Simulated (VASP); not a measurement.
BaP, 2 atoms in the cell. It takes space group P6/mmm (No. 191, hexagonal). Conventional cell: a = 7.695 Å, b = 7.695 Å, c = 5.519 Å, α = 90.00°, β = 90.00°, γ = 120.00°. Within 3.6 Å of Ba (site symmetry 6/mmm) lie 2 P at 2.76 Å. Within 3.6 Å of P (site symmetry 6/mmm) lie 2 Ba at 2.76 Å. The cell was generated, and may not be a known phase.

| Property | Result |
| --- | --- |
| Program | VASP 6.6.1 |
| Task | single point |
| Functional | PBE |
| Potentials or basis | VASP PAW PBE potentials, release 64 (Ba_sv, P) |
| Cutoff | 520 eV |
| k mesh | 12 × 12 × 10 |
| Occupations | gaussian, width 0.1 eV |
| Spin | no spin polarisation |
| Dipole correction | no |
| Further INCAR settings | ALGO = Fast; EDIFF = 1e-06; NBANDS = 14 |

Potentials or basis: VASP PAW PBE potentials, release 64 (Ba_sv, P).

Command:

```bash
$ cat potpaw_PBE.64/Ba_sv/POTCAR potpaw_PBE.64/P/POTCAR > POTCAR
$ mpirun -np 1 vasp_std > vasp.out
```

Hardware: 1 thread of Oxide Virtual Turin-like Processor, on a shared host.

Problem. How long does it take, and how much memory?

Solution. Run time: 14 min on 1 thread of Oxide Virtual Turin-like Processor, on a shared host, peak memory 0.69 GiB. Counts: scf iterations 19, k points 114.
